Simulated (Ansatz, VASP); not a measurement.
Two plane-wave programs on Rh

INCAR

```
PREC = Accurate
ENCUT = 520
EDIFF = 1E-6
ISMEAR = 0
SIGMA = 0.1
LREAL = F
LASPH = T
NELM = 60
ALGO = Normal
ISIF = 2
LWAVE = F
LCHARG = F
GGA = PS
NBANDS = 14
```

Contents of KPOINTS:

```
regular mesh
0
Gamma
  18 18 18
```

The input POSCAR:

```
Rh
1.0
    0.0000000000      1.9328304975      1.9328304975
    1.9328304975      0.0000000000      1.9328304975
    1.9328304975      1.9328304975      0.0000000000
Rh
1
Direct
    0.0000000000      0.0000000000      0.0000000000
```

Input for Ansatz:

```yaml
crystal:
  lattice:
    - [0.0, 1.9328304975, 1.9328304975]
    - [1.9328304975, 0.0, 1.9328304975]
    - [1.9328304975, 1.9328304975, 0.0]
  atoms:
    - { symbol: Rh, position: [0.0, 0.0, 0.0] }
basis:
  ecutwfc: 420
kpoints:
  mp_grid: { grid: [18, 18, 18] }
hamiltonian:
  xc: pbesol
scf:
  occupations: { method: gaussian, width: 0.1 }
output:
  forces: true
  stress: true
  eigenvalues: true
```

Alike in both runs: task single point; functional PBEsol; k mesh 18 × 18 × 18; occupations gaussian, width 0.1 eV; no spin polarisation.

```csv
,VASP,Ansatz
version,VASP 6.6.1,Ansatz 0.2.0
potentials or method,"VASP PAW PBE potentials, release 64 (Rh_pv), cutoff 520 eV","scalar-relativistic, plane waves, PAW"
valence electrons in the cell,15,17
```

```tsv
	VASP	Ansatz	Ansatz less VASP
gap on the k mesh at the Fermi level (eV)	none	none	-
pressure (GPa)	-16.8	-16.7	+0.07
```

VASP's potentials were made for PBE, not for PBEsol. A gap of «none» marks a metal or a gap that the smearing closes. With one functional, cell and mesh, what is left measures potentials, basis and numerics. VASP's potentials hold 15 valence electrons a cell and Ansatz's 17, so a difference there can come from the potentials and not from the codes.
